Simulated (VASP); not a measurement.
Here is a VASP 6.6.1 calculation.

INCAR

```
SYSTEM = GaS
PREC = Accurate
ENCUT = 500
EDIFF = 1E-7
ISMEAR = 0
SIGMA = 0.02
LREAL = .FALSE.
LASPH = .TRUE.
NELM = 120
ALGO = Normal
ISIF = 3
LWAVE = .FALSE.
LCHARG = .FALSE.
GGA = CA
IBRION = 2
NSW = 70
EDIFFG = -0.005
GGA_COMPAT = .FALSE.
NELMIN = 4
```

The input KPOINTS:

```
regular mesh
0
G
  9 9 2
  0 0 0
```

The input POSCAR:

```
GaS
1.0
    3.5900774649      0.0000000000      0.0000000000
   -1.7950387324      3.1090982861      0.0000000000
    0.0000000000      0.0000000000     15.4502754569
Ga S
4 4
Direct
    0.3333333333      0.6666666667      0.1707810931
    0.6666666667      0.3333333333      0.6707810931
    0.3333333333      0.6666666667      0.3292189069
    0.6666666667      0.3333333333      0.8292189069
    0.3333333333      0.6666666667      0.6003449030
    0.6666666667      0.3333333333      0.1003449030
    0.3333333333      0.6666666667      0.8996550970
    0.6666666667      0.3333333333      0.3996550970
```

Potentials or basis: VASP PAW LDA potentials, release 64 (Ga_d, S).

The run is started by

```bash
$ cat potpaw_LDA.64/Ga_d/POTCAR potpaw_LDA.64/S/POTCAR > POTCAR
$ mpirun -np 1 vasp_std > vasp.out
```

What does it give for the relaxed volume?

20.66 Å³/atom.

What does it give for the relaxed cell?

a = 3.537 Å, b = 3.537 Å, c = 15.254 Å, α = 90.00°, β = 90.00°, γ = 120.00°.

Estimate the space group after relaxing (to 0.1 Å).

P6_3/mmc (No. 194).

Predict the band gap on the k mesh.

1.40 eV (least direct gap 1.72 eV).

The path:
```csv
step,energy change (eV),largest force (eV/Å),pressure (GPa),volume (Å³)
1,0.0000,0.2848,-2.93,172.45
2,-0.0391,0.3378,1.78,162.80
3,-0.0631,0.1709,-0.13,166.37
4,-0.0665,0.0279,-0.01,165.68
5,-0.0665,0.0300,-0.02,165.70
6,-0.0669,0.0180,0.01,165.58
7,-0.0670,0.0113,0.01,165.51
8,-0.0670,0.0098,0.00,165.50
9,-0.0671,0.0067,-0.02,165.50
10,-0.0671,0.0129,-0.08,165.52
11,-0.0671,0.0123,-0.07,165.51
12,-0.0671,0.0108,-0.07,165.47
13,-0.0672,0.0077,-0.06,165.39
14,-0.0672,0.0017,-0.02,165.24
```

Caveat: an odd mesh through Γ misses points on the zone boundary, where band edges can lie. Zero-point motion and thermal expansion aren't in these numbers.
